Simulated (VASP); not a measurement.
Wanted: the native input for a VASP 6.6.1 run.

| Quantity | Value |
| --- | --- |
| Task | single point |
| Functional | RPBE |
| Potentials or basis | VASP PAW PBE potentials, release 64 (Cd, Se) |
| Cutoff | 520 eV |
| k mesh | 6 × 6 × 4 |
| Occupations | gaussian, width 0.01 eV |
| Spin | no spin polarisation |
| Dipole correction | no |
| Further INCAR settings | ALGO = Normal; EDIFF = 1e-06; NBANDS = 26 |

The structure of CdSe (Cadmoselite) lies in POSCAR:

```
CdSe
1.0
    4.4447926993      0.0000000000      0.0000000000
   -2.2223963497      3.8493033922      0.0000000000
    0.0000000000      0.0000000000      7.2541216624
Cd Se
2 2
Direct
    0.3333333333      0.6666666667      0.0044848623
    0.6666666667      0.3333333333      0.5044848623
    0.3333333333      0.6666666667      0.3805151377
    0.6666666667      0.3333333333      0.8805151377
```

These files were run (other wordings do the same):

INCAR

```
SYSTEM = CdSe
  PREC = Accurate
  ENCUT = 520
  EDIFF = 1E-6
  ISMEAR = 0
  SIGMA = 0.01
  LREAL = .FALSE.
  LASPH = .TRUE.
  NELM = 100
  ALGO = Normal
  ISIF = 2
  LWAVE = .FALSE.
  LCHARG = .TRUE.
  GGA = RP
  LELF = .TRUE.
  LVHAR = .TRUE.
  NBANDS = 26
```

KPOINTS

```
regular mesh
0
G
  6 6 4
  0 0 0
```

Potentials or basis: VASP PAW PBE potentials, release 64 (Cd, Se).

Run with:

```sh
$ cat potpaw_PBE.64/Cd/POTCAR potpaw_PBE.64/Se/POTCAR > POTCAR
$ mpirun -np 1 vasp_std > vasp.out
```

It gave:

```
Pressure               : 0.2 GPa
Largest force          : 0.006 eV/Å
Band gap on the k mesh : 0.62 eV, direct
```

Caveat: the PAW data sets were made with another functional, which shifts forces and pressure a little.

It took 55 s on 1 thread of Intel(R) Xeon(R) Platinum 8559C (Emerald Rapids), on a shared host, peak memory 0.26 GiB.
